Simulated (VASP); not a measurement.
# Mg3BiSb (P4mm) in VASP: further runs

Mg3BiSb is run at these levels: PBE; tasks: single point.

Program: VASP 6.6.1. These are calculated values, not measurements. Logs are shortened: lines on timing, memory, paths and dates and some standing lists are left out, and cuts for length are marked.

## Step 1: The cell of the first run

Symmetry: P4mm, No. 99, tetragonal system. Conventional cell: a = 5.028 Å, b = 5.028 Å, c = 5.091 Å, α = 90.00°, β = 90.00°, γ = 90.00°. Mg (site symmetry 4mm) has 2 Sb at 2.34 to 2.75 Å within 3.1 Å. Within 3.3 Å of Mg (site symmetry 2mm) lie 2 Sb at 2.52 Å. Within 3.1 Å of Sb (site symmetry 4mm) lie 6 Mg at 2.34 to 2.75 Å. Within 4.6 Å of Bi (site symmetry 4mm) lie 12 Mg at 3.52 to 3.63 Å and 8 Sb at 4.33 to 4.42 Å.

## Step 2: Single point, PBE

Contents of INCAR:

```
SYSTEM = Mg3BiSb
ALGO     = Normal         ! electronic algorithm
EDIFF    = 1E-6           ! SCF threshold, eV
ENCUT    = 520            ! plane-wave cutoff, eV
GGA      = PE             ! functional
ISIF     = 2              ! what is computed and relaxed
ISMEAR   = 0              ! smearing method
LASPH    = .True.         ! aspherical terms in the spheres
LCHARG   = .False.        ! write CHGCAR
LREAL    = .False.        ! projectors in reciprocal space
LWAVE    = .False.        ! write WAVECAR
NBANDS   = 21             ! bands
NELM     = 80             ! most SCF steps
PREC     = Accurate       ! precision mode
SIGMA    = 0.1            ! smearing width, eV
```

Contents of KPOINTS:

```
k-points
0
Gamma
  4 4 4
  0 0 0
```

Contents of POSCAR:

```
Mg3BiSb
1.0
    5.0279198063      0.0000000000      0.0000000000
    0.0000000000      5.0279198063      0.0000000000
    0.0000000000      0.0000000000      5.0909263202
Mg Sb Bi
3 1 1
Direct
    0.5000000000      0.5000000000      0.9750000000
    0.0000000000      0.5000000000      0.4850000000
    0.5000000000      0.0000000000      0.4850000000
    0.5000000000      0.5000000000      0.5150000000
    0.0000000000      0.0000000000      0.0000000000
```

Potentials or basis: VASP PAW PBE potentials, release 64 (Mg, Sb, Bi_d).

Run with:

```
$ cat potpaw_PBE.64/Mg/POTCAR potpaw_PBE.64/Sb/POTCAR potpaw_PBE.64/Bi_d/POTCAR > POTCAR
$ mpirun -np 1 vasp_std > vasp.out
```

OUTCAR:

```text
SYSTEM = Mg3BiSb
   EDIFF = 1E-6
   ENCUT = 520
   GGA = PE
   ISIF = 2
   ISMEAR = 0
   LASPH = .True.
   LREAL = .False.
   NELM = 80
   PREC = Accurate

 ion  position               nearest neighbor table
   1  0.500  0.500  0.975-   4 2.34   4 2.75   3 3.54   2 3.54   3 3.54   2 3.54   5 3.56   5 3.56
                             5 3.56   5 3.56   2 3.61   3 3.61   3 3.61   2 3.61
   2  0.000  0.500  0.485-   4 2.52   4 2.52   5 3.52   5 3.52   1 3.54   1 3.54   3 3.56   3 3.56
                             3 3.56   3 3.56   1 3.61   1 3.61   5 3.63   5 3.63
   3  0.500  0.000  0.485-   4 2.52   4 2.52   5 3.52   5 3.52   1 3.54   1 3.54   2 3.56   2 3.56
                             2 3.56   2 3.56   1 3.61   1 3.61   5 3.63   5 3.63
   4  0.500  0.500  0.515-   1 2.34   2 2.52   3 2.52   3 2.52   2 2.52   1 2.75
   5  0.000  0.000  0.000-   2 3.52   3 3.52   2 3.52   3 3.52   1 3.56   1 3.56   1 3.56   1 3.56
                             2 3.63   3 3.63   3 3.63   2 3.63

  LATTYP: Found a simple tetragonal cell.
 ALAT       =     5.0279198063
 C/A-ratio  =     1.0125313283

  Lattice vectors:

 A1 = (   5.0279198063,   0.0000000000,   0.0000000000)
 A2 = (   0.0000000000,   5.0279198063,   0.0000000000)
 A3 = (   0.0000000000,   0.0000000000,   5.0909263202)

Analysis of symmetry for initial positions (statically):
=====================================================================
 Subroutine PRICEL returns:
 Original cell was already a primitive cell.

 Routine SETGRP: Setting up the symmetry group for a
 simple tetragonal supercell.

 Subroutine GETGRP returns: Found  8 space group operations
 (whereof  8 operations were pure point group operations)
 out of a pool of 16 trial point group operations.

The static configuration has the point symmetry C_4v.

Analysis of symmetry for dynamics (positions and initial velocities):
=====================================================================
 Subroutine PRICEL returns:
 Original cell was already a primitive cell.

 Routine SETGRP: Setting up the symmetry group for a
 simple tetragonal supercell.

 Subroutine GETGRP returns: Found  8 space group operations
 (whereof  8 operations were pure point group operations)
 out of a pool of 16 trial point group operations.

The dynamic configuration has the point symmetry C_4v.

 Subroutine INISYM returns: Found  8 space group operations
 (whereof  8 operations are pure point group operations),
 and found     1 'primitive' translations

----------------------------------------------------------------------------------------

                                     Primitive cell

  volume of cell :     128.6985

  direct lattice vectors                    reciprocal lattice vectors
     5.027919806  0.000000000  0.000000000     0.198889409  0.000000000  0.000000000
     0.000000000  5.027919806  0.000000000     0.000000000  0.198889409  0.000000000
     0.000000000  0.000000000  5.090926320     0.000000000  0.000000000  0.196427907

  length of vectors
     5.027919806  5.027919806  5.090926320     0.198889409  0.198889409  0.196427907

  position of ions in fractional coordinates (direct lattice)
     0.500000000  0.500000000  0.975000000
     0.000000000  0.500000000  0.485000000
     0.500000000  0.000000000  0.485000000
     0.500000000  0.500000000  0.515000000
     0.000000000  0.000000000  0.000000000

  ion indices of the primitive-cell ions
   primitive index   ion index
                 1           1
                 2           2
                 3           3
                 4           4
                 5           5

----------------------------------------------------------------------------------------

 KPOINTS: k-points

Automatic generation of k-mesh.
 Grid dimensions read from file:
 generate k-points for:    4    4    4

 Generating k-lattice:

  Cartesian coordinates                     Fractional coordinates (reciprocal lattice)
     0.049722352  0.000000000  0.000000000     0.250000000  0.000000000  0.000000000
     0.000000000  0.049722352  0.000000000     0.000000000  0.250000000  0.000000000
     0.000000000  0.000000000  0.049106977     0.000000000  0.000000000  0.250000000

  Length of vectors
     0.049722352  0.049722352  0.049106977

  Shift w.r.t. Gamma in fractional coordinates (k-lattice)
     0.000000000  0.000000000  0.000000000

 Subroutine IBZKPT returns following result:
 ===========================================

 Found     18 irreducible k-points:

 Following reciprocal coordinates:
            Coordinates               Weight
  0.000000  0.000000  0.000000      1.000000
  0.250000  0.000000  0.000000      4.000000
  0.500000  0.000000  0.000000      2.000000
  0.250000  0.250000  0.000000      4.000000
  0.500000  0.250000  0.000000      4.000000
  0.500000  0.500000  0.000000      1.000000
[... 10 lines left out ...]
  0.500000  0.250000  0.500000      4.000000
  0.500000  0.500000  0.500000      1.000000
   k-points           NKPTS =     18   k-points in BZ     NKDIM =     18   number of bands    NBANDS=     21
   number of dos      NEDOS =    301   number of ions     NIONS =      5
   total plane-waves  NPLWV =  64000
   dimension x,y,z NGX =    40 NGY =   40 NGZ =   40
   dimension x,y,z NGXF=    80 NGYF=   80 NGZF=   80
   ions per type =               3   1   1
   NGX,Y,Z   is equivalent  to a cutoff of  13.23, 13.23, 13.06 a.u.
   NGXF,Y,Z  is equivalent  to a cutoff of  26.45, 26.45, 26.12 a.u.
 SYSTEM =  Mg3BiSb
   PREC   = accura    normal or accurate (medium, high low for compatibility)
   ISTART =      0    job   : 0-new  1-cont  2-samecut
   ICHARG =      2    charge: 1-file 2-atom 10-const
   ISPIN  =      1    spin polarized calculation?
   LNONCOLLINEAR =      F non collinear calculations
   LSORBIT =      F    spin-orbit coupling
   LASPH  =      T    aspherical Exc in radial PAW
   ENCUT  =  520.0 eV  38.22 Ry    6.18 a.u.   9.35  9.35  9.47*2*pi/ulx,y,z
   NELM   =     80;   NELMIN=  2; NELMDL= -5     # of ELM steps
   EDIFF  = 0.1E-05   stopping-criterion for ELM
   LREAL  =      F    real-space projection
   EDIFFG = 0.1E-04   stopping-criterion for IOM
   NSW    =      0    number of steps for IOM
   IBRION =     -1    ionic relax: 0-MD 1-quasi-New 2-CG
   NFREE  =      0    steps in history (QN), initial steepest desc. (CG)
   ISIF   =      2    stress and relaxation
   ISYM   =      2    0-nonsym 1-usesym 2-fastsym
   POTIM  = 0.5000    time-step for ionic-motion
   TEBEG  =    0.0;   TEEND  =   0.0 temperature during run
   PSTRESS=    0.0 pullay stress
   NELECT =      26.0000    total number of electrons
   NUPDOWN=      -1.0000    fix difference up-down
   EMIN   =  10.00;   EMAX   =-10.00  energy-range for DOS
   EFERMI =   0.00;   METHOD = LEGACY
   ISMEAR =     0;   SIGMA  =   0.10  broadening in eV -4-tet -1-fermi 0-gaus
   EFERMI_NEDOS =   21; number of points for ismear=-14 and -15
   IALGO  =     38    algorithm
   IMIX   =      4    mixing-type and parameters
     AMIX     =   0.40;   BMIX     =  1.00
     AMIX_MAG =   1.60;   BMIX_MAG =  1.00
  volume/ion in A,a.u.               =      25.74       173.70
  Fermi-wavevector in a.u.,A,eV,Ry     =   0.960597  1.815266 12.554742  0.922748
  Thomas-Fermi vector in A             =   2.089896
   LORBIT       =      0    0 simple, 1 ext, 2 COOP (PROOUT), +10 PAW based schemes
   GGA     = PE    functional components
   LHFCALC =     F    Hartree Fock is set to
   AEXX    =    0.0000 exact exchange contribution
   IVDW    =     0    specifies the selected vdW correction
   LEPSILON=     F    determine dielectric tensor
   LRPA    =     F    only Hartree local field effects (RPA)
 non-spin polarized calculation
 Gauss-broadening in eV      SIGMA  =   0.10
  energy-cutoff  :      520.00
  volume of cell :      128.70
 maximum number of plane-waves:      3480
 NGX is ok and might be reduce to    40
   NGX = 19   NGY = 19   NGZ = 19

 number of electron      26.0000010 magnetization

 Free energy of the ion-electron system (eV)
  ---------------------------------------------------
  ext. energy  EPLUGINS =         0.00000000
  ---------------------------------------------------
  free energy    TOTEN  =       -11.15877965 eV

  energy without entropy =      -11.15540912  energy(sigma->0) =      -11.15709439

 E-fermi :   4.9158     XC(G=0):  -9.0600

 val. band max:        4.7412686420   @ k =   0.5000   0.0000   0.5000
 cond. band min:       4.9708639718   @ k =   0.2500   0.0000   0.0000
 fundamental gap:      0.2295953298
 Fermi energy:         4.9158291853

 k-point     1 :       0.0000    0.0000    0.0000
  band No.  band energies     occupation
      1     -16.7614      2.00000
      2     -16.7614      2.00000
      3     -16.7587      2.00000
      4     -16.7585      2.00000
      5     -16.7548      2.00000
      6      -6.4888      2.00000
[... 13 lines left out ...]
     20       9.4522      0.00000
     21       9.5334      0.00000

 k-point     2 :       0.2500    0.0000    0.0000
  band No.  band energies     occupation
      1     -16.7618      2.00000
      2     -16.7614      2.00000
      3     -16.7591      2.00000
      4     -16.7582      2.00000
      5     -16.7537      2.00000
      6      -6.2788      2.00000
[... 13 lines left out ...]
     20       9.2246      0.00000
     21      10.7726      0.00000

 k-point     3 :       0.5000    0.0000    0.0000
  band No.  band energies     occupation
      1     -16.7622      2.00000
      2     -16.7613      2.00000
      3     -16.7595      2.00000
      4     -16.7580      2.00000
      5     -16.7524      2.00000
      6      -5.9675      2.00000
[... 13 lines left out ...]
     20       9.2555      0.00000
     21       9.3052      0.00000
[... 313 lines left out ...]
 k-point    17 :       0.5000    0.2500    0.5000
  band No.  band energies     occupation
      1     -16.7630      2.00000
      2     -16.7624      2.00000
      3     -16.7599      2.00000
      4     -16.7550      2.00000
      5     -16.7514      2.00000
      6      -5.6436      2.00000
[... 13 lines left out ...]
     20      10.9619      0.00000
     21      11.1174      0.00000

 k-point    18 :       0.5000    0.5000    0.5000
  band No.  band energies     occupation
      1     -16.7629      2.00000
      2     -16.7629      2.00000
      3     -16.7604      2.00000
      4     -16.7545      2.00000
      5     -16.7504      2.00000
      6      -5.5334      2.00000
[... 13 lines left out ...]
     20      11.0335      0.00000
     21      11.0789      0.00000

------------------------ aborting loop because EDIFF is reached ----------------------------------------

  FORCE on cell =-STRESS in cart. coord.  units (eV):
  Direction    XX          YY          ZZ          XY          YZ          ZX
  --------------------------------------------------------------------------------------
  -------------------------------------------------------------------------------------
  Total        6.6481618      6.6481618      7.9734369      0.0000000      0.0000000      0.0000000
  in kB       82.7634651     82.7634651     99.2619146      0.0000000      0.0000000      0.0000000
  external PRESSURE =      88.2629483 kB  Pullay stress =       0.0000000 kB

 VOLUME and BASIS-vectors are now :
 -----------------------------------------------------------------------------
  energy-cutoff  :      520.00
  volume of cell :      128.70
      direct lattice vectors                 reciprocal lattice vectors
     5.027919806  0.000000000  0.000000000     0.198889409  0.000000000  0.000000000
     0.000000000  5.027919806  0.000000000     0.000000000  0.198889409  0.000000000
     0.000000000  0.000000000  5.090926320     0.000000000  0.000000000  0.196427907

 POSITION                                       TOTAL-FORCE (eV/Angst)
 -----------------------------------------------------------------------------------
      2.51396      2.51396      4.96365        -0.000000     -0.000000      3.459244
      0.00000      2.51396      2.46910        -0.000000     -0.000000     -0.384457
      2.51396      0.00000      2.46910        -0.000000      0.000000     -0.384457
      2.51396      2.51396      2.62183         0.000000      0.000000     -2.795538
      0.00000      0.00000      0.00000        -0.000000      0.000000      0.105208
 -----------------------------------------------------------------------------------
    total drift:                               -0.000000     -0.000000      0.000089

  FREE ENERGIE OF THE ION-ELECTRON SYSTEM (eV)
  ---------------------------------------------------
  free  energy   TOTEN  =       -11.1587796537 eV

  energy  without entropy=      -11.1554091240  energy(sigma->0) =      -11.15709439
```

Wall time 45 s (1 thread of Intel Xeon Platinum 8259CL at 2.50GHz (Skylake/Cascade Lake), shared host); peak memory 0.26 GiB.

What came out:

```yaml
Free_energy: -11.1588 eV
Pressure: 8.8 GPa
Largest_force: 3.459 eV/Å
Band_gap_on_the_k_mesh: zero (bands 13 and 14 overlap by 0.19 eV)
```

Forces on the atoms (eV/Å):
```
Mg   0.000  0.000  3.459
Mg   0.000  0.000 -0.384
Mg   0.000  0.000 -0.384
Sb   0.000  0.000 -2.796
Bi   0.000  0.000  0.105
```

Caveat: the cell stands under pressure; spin-orbit coupling is left out, which moves the levels of the heavy elements; forces of over 1 eV/Å act on the atoms, so gaps and moduli don't describe the material at rest.

## Step 3: Single point, PBE

This run uses another cell than the first one, of 29.81 Å³/atom.

Contents of INCAR:

```
ALGO = Normal
EDIFF = 1E-6
ENCUT = 520
GGA = PE
ISIF = 2
ISMEAR = 0
LASPH = True
LCHARG = True
LELF = True
LREAL = False
LVHAR = True
LWAVE = False
NBANDS = 21
NELM = 80
PREC = Accurate
SIGMA = 0.1
```

Contents of KPOINTS:

```
k-points
0
Gamma
  4 4 4
```

Contents of POSCAR:

```
Mg3BiSb
1.0
    4.6301051910      0.0000000000      0.0000000000
    0.0000000000      4.6301051910      0.0000000000
    0.0000000000      0.0000000000      6.9530745195
Mg Sb Bi
3 1 1
Direct
    0.5000000000      0.5000000000      1.0097273486
    0.0000000000      0.5000000000      0.3806372900
    0.5000000000      0.0000000000      0.3806372900
    0.5000000000      0.5000000000      0.6084267580
    0.0000000000      0.0000000000      0.0805713133
```

Potentials or basis: VASP PAW PBE potentials, release 64 (Mg, Sb, Bi_d).

Run with:

```
$ cat potpaw_PBE.64/Mg/POTCAR potpaw_PBE.64/Sb/POTCAR potpaw_PBE.64/Bi_d/POTCAR > POTCAR
$ mpirun -np 1 vasp_std > vasp.out
```

It took 72 s on 1 thread of Intel Xeon Platinum 8259CL at 2.50GHz (Skylake/Cascade Lake), shared host; peak memory 0.28 GiB.

It converged, with:

```
Free energy            : -13.5889 eV
Pressure               : 0.0 GPa
Largest force          : 0.031 eV/Å
Band gap on the k mesh : zero (bands 13 and 14 overlap by 1.30 eV)
```

Forces in eV/Å, atoms in the order of the input:
```
Mg   0.000  0.000  0.007
Mg   0.000  0.000  0.004
Mg   0.000  0.000  0.004
Sb   0.000  0.000  0.017
Bi   0.000  0.000 -0.031
```

Levels at points of the mesh, in eV from the Fermi level:
| k point | band 11 | band 12 | band 13 | band 14 | band 15 | band 16 |
| --- | --- | --- | --- | --- | --- | --- |
| (0.00, 0.00, 0.00) | -1.03 | -0.03 | 0.01 | 0.01 | 1.63 | 1.75 |
| (0.50, 0.00, 0.00) | -1.65 | -0.54 | -0.36 | 1.85 | 2.25 | 3.39 |
| (0.50, 0.50, 0.00) | -1.74 | -1.74 | -1.40 | -1.27 | 1.54 | 1.54 |
| (0.00, 0.00, 0.50) | -1.25 | -0.63 | -0.63 | 0.44 | 1.85 | 2.54 |
| (0.50, 0.00, 0.50) | -0.48 | -0.41 | -0.33 | 1.19 | 1.21 | 2.65 |
| (0.50, 0.50, 0.50) | -2.49 | -2.49 | -1.69 | 0.86 | 2.83 | 2.92 |

Caveat: spin-orbit coupling is left out, which moves the levels of the heavy elements.

## Step 4: Single point, PBE

This run uses another cell than the first one, of 29.65 Å³/atom.

Contents of INCAR:

```
PREC = Accurate
ENCUT = 520
EDIFF = 1E-6
ISMEAR = 0
SIGMA = 0.1
LREAL = F
LASPH = T
NELM = 100
ALGO = Fast
ISIF = 2
LWAVE = F
LCHARG = F
GGA = PE
NBANDS = 21
```

Contents of KPOINTS:

```
Automatic mesh
0
Gamma
  8 8 6
```

Contents of POSCAR:

```
Mg3BiSb
1.0
    4.6032775582      0.0000000000      0.0000000000
    0.0000000000      4.6032775582      0.0000000000
    0.0000000000      0.0000000000      6.9960707632
Mg Sb Bi
3 1 1
Direct
    0.5000000000      0.5000000000      0.0101343833
    0.0000000000      0.5000000000      0.3810165403
    0.5000000000      0.0000000000      0.3810165403
    0.5000000000      0.5000000000      0.6100891965
    0.0000000000      0.0000000000      0.0777433395
```

Run with:

```
$ cat potpaw_PBE.64/Mg/POTCAR potpaw_PBE.64/Sb/POTCAR potpaw_PBE.64/Bi_d/POTCAR > POTCAR
$ mpirun -np 1 vasp_std > vasp.out
```

Run time: 3.1 min. Hardware: 1 thread of Intel Xeon Platinum 8259CL at 2.50GHz (Skylake/Cascade Lake), shared host; peak memory 0.39 GiB.

It converged, with:

| Quantity | Value |
| --- | --- |
| Free energy | -13.6973 eV |
| Pressure | 0.0 GPa |
| Largest force | 0.023 eV/Å |
| Band gap on the k mesh | zero (bands 13 and 14 overlap by 1.30 eV) |

Forces in eV/Å, atoms in the order of the input:
```
Mg   0.000  0.000  0.010
Mg   0.000  0.000 -0.023
Mg   0.000  0.000 -0.023
Sb   0.000  0.000  0.023
Bi   0.000  0.000  0.013
```

Levels at points of the mesh, in eV from the Fermi level:
| k point | band 11 | band 12 | band 13 | band 14 | band 15 | band 16 |
| --- | --- | --- | --- | --- | --- | --- |
| (0.00, 0.00, 0.00) | -0.93 | 0.06 | 0.10 | 0.10 | 1.78 | 1.80 |
| (0.50, 0.00, 0.00) | -1.63 | -0.41 | -0.26 | 1.99 | 2.42 | 3.52 |
| (0.50, 0.50, 0.00) | -1.69 | -1.69 | -1.36 | -1.18 | 1.57 | 1.57 |
| (0.00, 0.00, 0.50) | -1.13 | -0.54 | -0.54 | 0.51 | 1.99 | 2.62 |
| (0.50, 0.00, 0.50) | -0.39 | -0.34 | -0.23 | 1.22 | 1.30 | 2.79 |
| (0.50, 0.50, 0.50) | -2.44 | -2.44 | -1.64 | 0.91 | 2.86 | 2.90 |

Caveat: spin-orbit coupling is left out, which moves the levels of the heavy elements.

## Step 5: Summary

```tsv
cell	k mesh	gap on the mesh (eV)	pressure (GPa)	largest force (eV/Å)
a = 5.028, b = 5.028, c = 5.091 Å, 5 atoms, atomic positions A	4 × 4 × 4	none	8.8	3.46
a = 4.630, b = 4.630, c = 6.953 Å, 5 atoms, atomic positions B	4 × 4 × 4	none	0.0	0.03
a = 4.603, b = 4.603, c = 6.996 Å, 5 atoms, atomic positions C	8 × 8 × 6	none	0.0	0.02
```

Alike in all rows: task single point; level PBE; potentials or basis VASP PAW PBE potentials, release 64 (Mg, Sb, Bi_d); no spin polarisation; cutoff (eV) 520; smearing gaussian 0.1 eV.

Caveats: spin-orbit coupling is left out, which moves the levels of the heavy elements; the cell stands under pressure (at least some runs); forces of over 1 eV/Å act on the atoms, so gaps and moduli don't describe the material at rest (at least some runs).

Total energies depend on the potentials used, so only differences within one code and one set of settings carry meaning.

The gap in the log of VASP goes by the Fermi energy; the results here count the filled bands.